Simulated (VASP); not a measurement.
# Mo (Fm-3m) in VASP: further runs

The runs below take Mo through single point, with PBE.

Program: VASP 6.6.1. These are calculated values, not measurements. Logs are shortened: lines on timing, memory, paths and dates and some standing lists are left out, and cuts for length are marked.

## (1) The cell of the first run

Symmetry: Fm-3m, No. 225, cubic system. The conventional cell has a = 3.977 Å, b = 3.977 Å, c = 3.977 Å, α = 90.00°, β = 90.00°, γ = 90.00°. Within 3.7 Å of Mo (site symmetry m-3m) lie 12 Mo at 2.81 Å.

This isn't the form of Mo at room conditions, which is bcc.

## (2) Single point, PBE

The input, INCAR:

```
PREC = Accurate ; ENCUT = 500
EDIFF = 1E-6 ; ISMEAR = -1
SIGMA = 0.06122561905347299 ; LREAL = False
LASPH = True ; NELM = 120
ALGO = Normal ; ISIF = 2
LWAVE = False ; LCHARG = False
GGA = PE ; NBANDS = 13
GGA_COMPAT = False
```

The input, KPOINTS:

```
Automatic mesh
0
Gamma
  47 47 47
```

The input, POSCAR:

```
Mo
1.0
    0.0000000000      1.9884436456      1.9884436456
    1.9884436456      0.0000000000      1.9884436456
    1.9884436456      1.9884436456      0.0000000000
Mo
1
Direct
    0.0000000000      0.0000000000      0.0000000000
```

Potentials or basis: VASP PAW PBE potentials, release 64 (Mo_sv).

Command:

```
$ cat potpaw_PBE.64/Mo_sv/POTCAR > POTCAR
$ mpirun -np 1 vasp_std > vasp.out
```

OUTCAR:

```text
PREC = Accurate
   ENCUT = 500
   EDIFF = 1E-6
   ISMEAR = -1
   LREAL = False
   LASPH = True
   NELM = 120
   ISIF = 2
   GGA = PE

 ion  position               nearest neighbor table
   1  0.000  0.000  0.000-

  LATTYP: Found a face centered cubic cell.
 ALAT       =     3.9768872912

  Lattice vectors:

 A1 = (   0.0000000000,   1.9884436456,   1.9884436456)
 A2 = (   1.9884436456,   0.0000000000,   1.9884436456)
 A3 = (   1.9884436456,   1.9884436456,   0.0000000000)

Analysis of symmetry for initial positions (statically):
=====================================================================
 Subroutine PRICEL returns:
 Original cell was already a primitive cell.

 Routine SETGRP: Setting up the symmetry group for a
 face centered cubic supercell.

 Subroutine GETGRP returns: Found 48 space group operations
 (whereof 48 operations were pure point group operations)
 out of a pool of 48 trial point group operations.

The static configuration has the point symmetry O_h .

Analysis of symmetry for dynamics (positions and initial velocities):
=====================================================================
 Subroutine PRICEL returns:
 Original cell was already a primitive cell.

 Routine SETGRP: Setting up the symmetry group for a
 face centered cubic supercell.

 Subroutine GETGRP returns: Found 48 space group operations
 (whereof 48 operations were pure point group operations)
 out of a pool of 48 trial point group operations.

The dynamic configuration has the point symmetry O_h .

 Subroutine INISYM returns: Found 48 space group operations
 (whereof 48 operations are pure point group operations),
 and found     1 'primitive' translations

----------------------------------------------------------------------------------------

                                     Primitive cell

  volume of cell :      15.7242

  direct lattice vectors                    reciprocal lattice vectors
     0.000000000  1.988443646  1.988443646    -0.251452940  0.251452940  0.251452940
     1.988443646  0.000000000  1.988443646     0.251452940 -0.251452940  0.251452940
     1.988443646  1.988443646  0.000000000     0.251452940  0.251452940 -0.251452940

  length of vectors
     2.812083972  2.812083972  2.812083972     0.435529267  0.435529267  0.435529267

  position of ions in fractional coordinates (direct lattice)
     0.000000000  0.000000000  0.000000000

  ion indices of the primitive-cell ions
   primitive index   ion index
                 1           1

----------------------------------------------------------------------------------------

 KPOINTS: Automatic mesh

Automatic generation of k-mesh.
 Grid dimensions read from file:
 generate k-points for:   47   47   47

 Generating k-lattice:

  Cartesian coordinates                     Fractional coordinates (reciprocal lattice)
    -0.005350063  0.005350063  0.005350063     0.021276596  0.000000000  0.000000000
     0.005350063 -0.005350063  0.005350063     0.000000000  0.021276596  0.000000000
     0.005350063  0.005350063 -0.005350063     0.000000000  0.000000000  0.021276596

  Length of vectors
     0.009266580  0.009266580  0.009266580

  Shift w.r.t. Gamma in fractional coordinates (k-lattice)
     0.000000000  0.000000000  0.000000000

 Subroutine IBZKPT returns following result:
 ===========================================

 Found   2600 irreducible k-points:

 Following reciprocal coordinates:
            Coordinates               Weight
  0.000000  0.000000  0.000000      1.000000
  0.021277  0.000000  0.000000      8.000000
  0.042553  0.000000  0.000000      8.000000
  0.063830  0.000000  0.000000      8.000000
  0.085106  0.000000  0.000000      8.000000
  0.106383  0.000000  0.000000      8.000000
[... 16 lines left out ...]
  0.468085  0.000000  0.000000      8.000000
  0.489362  0.000000  0.000000      8.000000
 [... further k-points ...]
   k-points           NKPTS =   2600   k-points in BZ     NKDIM =   2600   number of bands    NBANDS=     13
   number of dos      NEDOS =    301   number of ions     NIONS =      1
   total plane-waves  NPLWV =  13824
   dimension x,y,z NGX =    24 NGY =   24 NGZ =   24
   dimension x,y,z NGXF=    48 NGYF=   48 NGZF=   48
   ions per type =               1
   NGX,Y,Z   is equivalent  to a cutoff of  14.19, 14.19, 14.19 a.u.
   NGXF,Y,Z  is equivalent  to a cutoff of  28.38, 28.38, 28.38 a.u.
 SYSTEM =  unknown system
   PREC   = accura    normal or accurate (medium, high low for compatibility)
   ISTART =      0    job   : 0-new  1-cont  2-samecut
   ICHARG =      2    charge: 1-file 2-atom 10-const
   ISPIN  =      1    spin polarized calculation?
   LNONCOLLINEAR =      F non collinear calculations
   LSORBIT =      F    spin-orbit coupling
   LASPH  =      T    aspherical Exc in radial PAW
   ENCUT  =  500.0 eV  36.75 Ry    6.06 a.u.   5.13  5.13  5.13*2*pi/ulx,y,z
   NELM   =    120;   NELMIN=  2; NELMDL= -5     # of ELM steps
   EDIFF  = 0.1E-05   stopping-criterion for ELM
   LREAL  =      F    real-space projection
   EDIFFG = 0.1E-04   stopping-criterion for IOM
   NSW    =      0    number of steps for IOM
   IBRION =     -1    ionic relax: 0-MD 1-quasi-New 2-CG
   NFREE  =      0    steps in history (QN), initial steepest desc. (CG)
   ISIF   =      2    stress and relaxation
   ISYM   =      2    0-nonsym 1-usesym 2-fastsym
   POTIM  = 0.5000    time-step for ionic-motion
   TEBEG  =    0.0;   TEEND  =   0.0 temperature during run
   PSTRESS=    0.0 pullay stress
   NELECT =      14.0000    total number of electrons
   NUPDOWN=      -1.0000    fix difference up-down
   EMIN   =  10.00;   EMAX   =-10.00  energy-range for DOS
   EFERMI =   0.00;   METHOD = LEGACY
   ISMEAR =    -1;   SIGMA  =   0.06  broadening in eV -4-tet -1-fermi 0-gaus
   EFERMI_NEDOS =   21; number of points for ismear=-14 and -15
   IALGO  =     38    algorithm
   IMIX   =      4    mixing-type and parameters
     AMIX     =   0.40;   BMIX     =  1.00
     AMIX_MAG =   1.60;   BMIX_MAG =  1.00
  volume/ion in A,a.u.               =      15.72       106.11
  Fermi-wavevector in a.u.,A,eV,Ry     =   1.574929  2.976184 33.747895  2.480400
  Thomas-Fermi vector in A             =   2.675989
   LORBIT       =      0    0 simple, 1 ext, 2 COOP (PROOUT), +10 PAW based schemes
   GGA     = PE    functional components
   LHFCALC =     F    Hartree Fock is set to
   AEXX    =    0.0000 exact exchange contribution
   IVDW    =     0    specifies the selected vdW correction
   LEPSILON=     F    determine dielectric tensor
   LRPA    =     F    only Hartree local field effects (RPA)
 non-spin polarized calculation
  energy-cutoff  :      500.00
  volume of cell :       15.72
 maximum number of plane-waves:       415
 NGX is ok and might be reduce to    24
   NGX = 11   NGY = 11   NGZ = 11

 number of electron      13.9999999 magnetization

 Free energy of the ion-electron system (eV)
  ---------------------------------------------------
  ext. energy  EPLUGINS =         0.00000000
  ---------------------------------------------------
  free energy    TOTEN  =       -10.51473544 eV

  energy without entropy =      -10.49937700  energy(sigma->0) =      -10.50705622

 E-fermi :  12.0748     XC(G=0): -13.3380

 val. band max:       12.0743779531   @ k =  -0.3617   0.1915   0.0851
 cond. band min:      12.0763907022   @ k =   0.2979   0.2553   0.0213
 fundamental gap:      0.0020127491
 Fermi energy:        12.0747649354

 k-point     1 :       0.0000    0.0000    0.0000
  band No.  band energies     occupation
      1     -48.6243      2.00000
      2     -21.9270      2.00000
      3     -21.9270      2.00000
      4     -21.9270      2.00000
      5       5.2885      2.00000
      6      11.3392      1.99999
      7      11.3392      1.99999
      8      11.3392      1.99999
      9      14.0894      0.00000
     10      14.0894      0.00000
     11      25.1865      0.00000
     12      30.5339      0.00000
     13      30.5339      0.00000

 k-point     2 :       0.0213    0.0000    0.0000
  band No.  band energies     occupation
      1     -48.6233      2.00000
      2     -21.9336      2.00000
      3     -21.9278      2.00000
      4     -21.9278      2.00000
      5       5.3077      2.00000
      6      11.3257      1.99999
      7      11.3481      1.99999
      8      11.3481      1.99999
      9      14.0819      0.00000
     10      14.0819      0.00000
     11      25.2240      0.00000
     12      30.4397      0.00000
     13      30.5682      0.00000

 k-point     3 :       0.0426    0.0000    0.0000
  band No.  band energies     occupation
      1     -48.6201      2.00000
      2     -21.9532      2.00000
      3     -21.9302      2.00000
      4     -21.9302      2.00000
      5       5.3647      2.00000
      6      11.2858      1.99999
      7      11.3743      1.99998
      8      11.3743      1.99998
      9      14.0600      0.00000
     10      14.0600      0.00000
     11      25.3349      0.00000
     12      30.1816      0.00000
     13      30.6708      0.00000
[... 305 lines left out ...]
 k-point    23 :       0.4681    0.0000    0.0000
  band No.  band energies     occupation
      1     -48.3838      2.00000
      2     -23.2965      2.00000
      3     -22.1051      2.00000
      4     -22.1051      2.00000
      5       7.3937      2.00000
      6      11.1626      2.00000
      7      11.1626      2.00000
      8      13.5829      0.00000
      9      16.1502      0.00000
     10      16.1502      0.00000
     11      23.5082      0.00000
     12      25.0275      0.00000
     13      31.4679      0.00000

 k-point    24 :       0.4894    0.0000    0.0000
  band No.  band energies     occupation
      1     -48.3815      2.00000
      2     -23.3081      2.00000
      3     -22.1067      2.00000
      4     -22.1067      2.00000
      5       7.3855      2.00000
      6      11.1498      2.00000
      7      11.1498      2.00000
      8      13.6837      0.00000
      9      16.2001      0.00000
     10      16.2001      0.00000
     11      23.4652      0.00000
     12      24.8998      0.00000
     13      31.3630      0.00000

 [... further k-points ...]

------------------------ aborting loop because EDIFF is reached ----------------------------------------

  FORCE on cell =-STRESS in cart. coord.  units (eV):
  Direction    XX          YY          ZZ          XY          YZ          ZX
  --------------------------------------------------------------------------------------
  -------------------------------------------------------------------------------------
  Total        0.5220849      0.5220849      0.5220849      0.0000000      0.0000000      0.0000000
  in kB       53.1963478     53.1963478     53.1963478      0.0000000      0.0000000      0.0000000
  external PRESSURE =      53.1963478 kB  Pullay stress =       0.0000000 kB

 VOLUME and BASIS-vectors are now :
 -----------------------------------------------------------------------------
  energy-cutoff  :      500.00
  volume of cell :       15.72
      direct lattice vectors                 reciprocal lattice vectors
     0.000000000  1.988443646  1.988443646    -0.251452940  0.251452940  0.251452940
     1.988443646  0.000000000  1.988443646     0.251452940 -0.251452940  0.251452940
     1.988443646  1.988443646  0.000000000     0.251452940  0.251452940 -0.251452940

 POSITION                                       TOTAL-FORCE (eV/Angst)
 -----------------------------------------------------------------------------------
      0.00000      0.00000      0.00000         0.000000      0.000000      0.000000
 -----------------------------------------------------------------------------------
    total drift:                               -0.000000      0.000000     -0.000000

  FREE ENERGIE OF THE ION-ELECTRON SYSTEM (eV)
  ---------------------------------------------------
  free  energy   TOTEN  =       -10.5147354350 eV

  energy  without entropy=      -10.4993769962  energy(sigma->0) =      -10.50705622
```

Run time: 6.5 min. Hardware: 1 thread of Oxide Virtual Turin-like, shared host; peak memory 0.52 GiB.

Results:

| Item | Value |
| --- | --- |
| Free energy | -10.5147 eV |
| Pressure | 5.3 GPa |
| Band gap on the k mesh | zero (bands 7 and 8 overlap by 4.83 eV) |

Caveat: the cell stands under pressure.

## (3) Single point, PBE

This run uses another cell than the first one, of 16.05 Å³/atom.

The input, INCAR:

```
SYSTEM = Mo
  PREC = Accurate
  ENCUT = 500
  EDIFF = 1E-6
  ISMEAR = -1
  SIGMA = 0.06122561905347299
  LREAL = .False.
  LASPH = .True.
  NELM = 120
  ALGO = Normal
  ISIF = 2
  LWAVE = .False.
  LCHARG = .False.
  GGA = PE
  NBANDS = 13
  GGA_COMPAT = .False.
```

The input, KPOINTS:

```
regular mesh
0
Gamma
  47 47 47
  0 0 0
```

The input, POSCAR:

```
Mo
1.0
    0.0000000000      2.0018794832      2.0018794832
    2.0018794832      0.0000000000      2.0018794832
    2.0018794832      2.0018794832      0.0000000000
Mo
1
Direct
    0.0000000000      0.0000000000      0.0000000000
```

Potentials or basis: VASP PAW PBE potentials, release 64 (Mo_sv).

Command:

```
$ cat potpaw_PBE.64/Mo_sv/POTCAR > POTCAR
$ mpirun -np 1 vasp_std > vasp.out
```

OUTCAR:

```text
SYSTEM = Mo
   PREC = Accurate
   ENCUT = 500
   EDIFF = 1E-6
   ISMEAR = -1
   LREAL = .False.
   LASPH = .True.
   NELM = 120
   ISIF = 2
   GGA = PE

 ion  position               nearest neighbor table
   1  0.000  0.000  0.000-

  LATTYP: Found a face centered cubic cell.
 ALAT       =     4.0037589664

  Lattice vectors:

 A1 = (   0.0000000000,   2.0018794832,   2.0018794832)
 A2 = (   2.0018794832,   0.0000000000,   2.0018794832)
 A3 = (   2.0018794832,   2.0018794832,   0.0000000000)

Analysis of symmetry for initial positions (statically):
=====================================================================
 Subroutine PRICEL returns:
 Original cell was already a primitive cell.

 Routine SETGRP: Setting up the symmetry group for a
 face centered cubic supercell.

 Subroutine GETGRP returns: Found 48 space group operations
 (whereof 48 operations were pure point group operations)
 out of a pool of 48 trial point group operations.

The static configuration has the point symmetry O_h .

Analysis of symmetry for dynamics (positions and initial velocities):
=====================================================================
 Subroutine PRICEL returns:
 Original cell was already a primitive cell.

 Routine SETGRP: Setting up the symmetry group for a
 face centered cubic supercell.

 Subroutine GETGRP returns: Found 48 space group operations
 (whereof 48 operations were pure point group operations)
 out of a pool of 48 trial point group operations.

The dynamic configuration has the point symmetry O_h .

 Subroutine INISYM returns: Found 48 space group operations
 (whereof 48 operations are pure point group operations),
 and found     1 'primitive' translations

----------------------------------------------------------------------------------------

                                     Primitive cell
[... 114 lines left out ...]
   GGA     = PE    functional components
   LHFCALC =     F    Hartree Fock is set to
   AEXX    =    0.0000 exact exchange contribution
   IVDW    =     0    specifies the selected vdW correction
   LEPSILON=     F    determine dielectric tensor
   LRPA    =     F    only Hartree local field effects (RPA)
 non-spin polarized calculation
  energy-cutoff  :      500.00
  volume of cell :       16.05
 maximum number of plane-waves:       421
 NGX is ok and might be reduce to    24
   NGX = 11   NGY = 11   NGZ = 11

 number of electron      14.0000000 magnetization

 Free energy of the ion-electron system (eV)
  ---------------------------------------------------
  ext. energy  EPLUGINS =         0.00000000
  ---------------------------------------------------
  free energy    TOTEN  =       -10.52034409 eV

  energy without entropy =      -10.50449063  energy(sigma->0) =      -10.51241736

 E-fermi :  11.7618     XC(G=0): -13.2251

 val. band max:       11.7617902224   @ k =   0.3617   0.1277   0.0213
 cond. band min:      11.7619424667   @ k =   0.1702   0.1489   0.0213
 fundamental gap:      0.0001522442
 Fermi energy:        11.7617926150

 k-point     1 :       0.0000    0.0000    0.0000
  band No.  band energies     occupation
      1     -48.9469      2.00000
      2     -22.2934      2.00000
      3     -22.2934      2.00000
      4     -22.2934      2.00000
      5       5.0351      2.00000
      6      11.0557      1.99998
      7      11.0557      1.99998
      8      11.0557      1.99998
      9      13.7260      0.00000
     10      13.7260      0.00000
     11      24.8632      0.00000
     12      30.1116      0.00000
     13      30.1116      0.00000
[... 354 lines left out ...]
  band No.  band energies     occupation
      1     -48.7235      2.00000
      2     -23.5877      2.00000
      3     -22.4625      2.00000
      4     -22.4625      2.00000
      5       7.1712      2.00000
      6      10.8743      2.00000
      7      10.8743      2.00000
      8      13.2993      0.00000
      9      15.7733      0.00000
     10      15.7733      0.00000
     11      22.8518      0.00000
     12      24.5631      0.00000
     13      30.8564      0.00000

 [... further k-points ...]

------------------------ aborting loop because EDIFF is reached ----------------------------------------

  FORCE on cell =-STRESS in cart. coord.  units (eV):
  Direction    XX          YY          ZZ          XY          YZ          ZX
  --------------------------------------------------------------------------------------
  -------------------------------------------------------------------------------------
  Total        0.0278719      0.0278719      0.0278719      0.0000000      0.0000000      0.0000000
  in kB        2.7831263      2.7831263      2.7831263      0.0000000      0.0000000      0.0000000
  external PRESSURE =       2.7831263 kB  Pullay stress =       0.0000000 kB

 VOLUME and BASIS-vectors are now :
 -----------------------------------------------------------------------------
  energy-cutoff  :      500.00
  volume of cell :       16.05
      direct lattice vectors                 reciprocal lattice vectors
     0.000000000  2.001879483  2.001879483    -0.249765285  0.249765285  0.249765285
     2.001879483  0.000000000  2.001879483     0.249765285 -0.249765285  0.249765285
     2.001879483  2.001879483  0.000000000     0.249765285  0.249765285 -0.249765285

 POSITION                                       TOTAL-FORCE (eV/Angst)
 -----------------------------------------------------------------------------------
      0.00000      0.00000      0.00000         0.000000      0.000000      0.000000
 -----------------------------------------------------------------------------------
    total drift:                               -0.000000     -0.000000     -0.000000

  FREE ENERGIE OF THE ION-ELECTRON SYSTEM (eV)
  ---------------------------------------------------
  free  energy   TOTEN  =       -10.5203440904 eV

  energy  without entropy=      -10.5044906313  energy(sigma->0) =      -10.51241736
```

OSZICAR:

```text
N       E                     dE             d eps       ncg     rms          rms(c)
DAV:   1     0.901380966633E+02    0.90138E+02   -0.78898E+03 68315   0.107E+03
DAV:   2    -0.998418607701E+01   -0.10012E+03   -0.96566E+02 78065   0.305E+02
DAV:   3    -0.111261620695E+02   -0.11420E+01   -0.11370E+01 74845   0.323E+01
DAV:   4    -0.111287614422E+02   -0.25994E-02   -0.25993E-02 76640   0.189E+00
DAV:   5    -0.111287783207E+02   -0.16879E-04   -0.16877E-04 76025   0.135E-01    0.133E+01
DAV:   6    -0.105938303658E+02    0.53495E+00   -0.69876E-01 69235   0.100E+01    0.361E+00
DAV:   7    -0.105239764650E+02    0.69854E-01   -0.12990E-01 76250   0.410E+00    0.804E-01
DAV:   8    -0.105202928057E+02    0.36837E-02   -0.36927E-03 69425   0.764E-01    0.146E-01
DAV:   9    -0.105203329733E+02   -0.40168E-04   -0.91002E-05 80757   0.116E-01    0.678E-02
DAV:  10    -0.105203437890E+02   -0.10816E-04   -0.11590E-05 69905   0.392E-02    0.743E-03
DAV:  11    -0.105203440904E+02   -0.30137E-06   -0.10382E-07 40250   0.333E-03
   1 F= -.10520344E+02 E0= -.10512417E+02  d E =-.158535E-01
```

It took 5.8 min on 1 thread of Oxide Virtual Turin-like, shared host; peak memory 0.52 GiB.

What came out:

| Quantity | Value |
| --- | --- |
| Free energy | -10.5203 eV |
| Pressure | 0.3 GPa |
| Band gap on the k mesh | zero (bands 7 and 8 overlap by 4.68 eV) |
